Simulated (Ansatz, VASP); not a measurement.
GaSb3 in VASP and in Ansatz

INCAR

```
SYSTEM = GaSb3
  ALGO = Normal
  EDIFF = 1E-7
  ENCUT = 520
  GGA = PE
  ISIF = 2
  ISMEAR = 0
  IVDW = 12
  LASPH = .True.
  LCHARG = .True.
  LELF = .True.
  LREAL = .False.
  LVHAR = .True.
  LWAVE = .False.
  NBANDS = 22
  NELM = 100
  PREC = Accurate
  SIGMA = 0.15
```

KPOINTS

```
k-points
0
Gamma
  8 8 8
  0 0 0
```

File POSCAR:

```
GaSb3
1.0
    0.0000000000      3.6478901029      3.6478901029
    3.6478901029      0.0000000000      3.6478901029
    3.6478901029      3.6478901029      0.0000000000
Ga Sb
1 3
Direct
    0.0000000000      0.0000000000      0.0000000000
    0.2500000000      0.2500000000      0.2500000000
    0.7500000000      0.7500000000      0.7500000000
    0.5000000000      0.5000000000      0.5000000000
```

Input for Ansatz:

```yaml
crystal:
  lattice:
    - [0.0, 3.6478901029, 3.6478901029]
    - [3.6478901029, 0.0, 3.6478901029]
    - [3.6478901029, 3.6478901029, 0.0]
  atoms:
    - { symbol: Ga, position: [0.0, 0.0, 0.0] }
    - { symbol: Sb, position: [0.25, 0.25, 0.25] }
    - { symbol: Sb, position: [0.75, 0.75, 0.75] }
    - { symbol: Sb, position: [0.5, 0.5, 0.5] }
basis:
  ecutwfc: 420
kpoints:
  mp_grid: { grid: [8, 8, 8] }
hamiltonian:
  xc: pbe
  dispersion: d3bj
scf:
  occupations: { method: gaussian, width: 0.15 }
output:
  forces: true
  stress: true
  eigenvalues: true
  write_density: true
  write_potential: true
  elf: true
  volumetric_format: npy
```

Alike in both runs: task single point; functional PBE; dispersion D3(BJ); k mesh 8 × 8 × 8; occupations gaussian, width 0.15 eV; no spin polarisation.

```csv
,VASP,Ansatz
version,VASP 6.6.1,Ansatz 0.2.0
potentials or method,"VASP PAW PBE potentials, release 64 (Ga_d, Sb), cutoff 520 eV","scalar-relativistic, plane waves, PAW"
valence electrons in the cell,28,58
```

```tsv
	VASP	Ansatz	Ansatz less VASP
gap on the k mesh at the Fermi level (eV)	none	none	-
pressure (GPa)	-0.1	-0.1	+0.07
```

A gap of «none» marks a metal or a gap that the smearing closes. VASP's potentials hold 28 valence electrons a cell and Ansatz's 58, so a difference there can come from the potentials and not from the codes.

Neither program's run includes spin-orbit coupling.
